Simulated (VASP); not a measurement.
Ta, 2 atoms in the cell. The structure is tetragonal, space group I4_1/amd (No. 141). The conventional cell has a = 5.133 Å, b = 5.133 Å, c = 2.750 Å, α = 90.00°, β = 90.00°, γ = 90.00°. Within 3.5 Å of Ta (site symmetry -4m2) lie 10 Ta at 2.66 to 3.29 Å. 

- Program: VASP 6.6.1
- Task: single point
- Functional: PBE
- Potentials or basis: VASP PAW PBE potentials, release 64 (Ta_pv)
- Cutoff: 520 eV
- k mesh: 17 × 17 × 17
- Occupations: fermi-dirac, width 0.1 eV
- Spin: no spin polarisation
- Dipole correction: no
- Further INCAR settings: ALGO = Normal; EDIFF = 1e-06; NBANDS = 18

Potentials or basis: VASP PAW PBE potentials, release 64 (Ta_pv).

Run with:

```console
$ cat potpaw_PBE.64/Ta_pv/POTCAR > POTCAR
$ mpirun -np 1 vasp_std > vasp.out
```

Hardware: 1 thread of AMD EPYC 9R45 96-Core Processor (Zen 5) (shared host).

Problem. Estimate the wall time of this run.

Solution. Wall time 2.9 min on 1 thread of AMD EPYC 9R45 96-Core Processor (Zen 5), on a shared host, peak memory 0.31 GiB. Counts: scf iterations 11, k points 405.
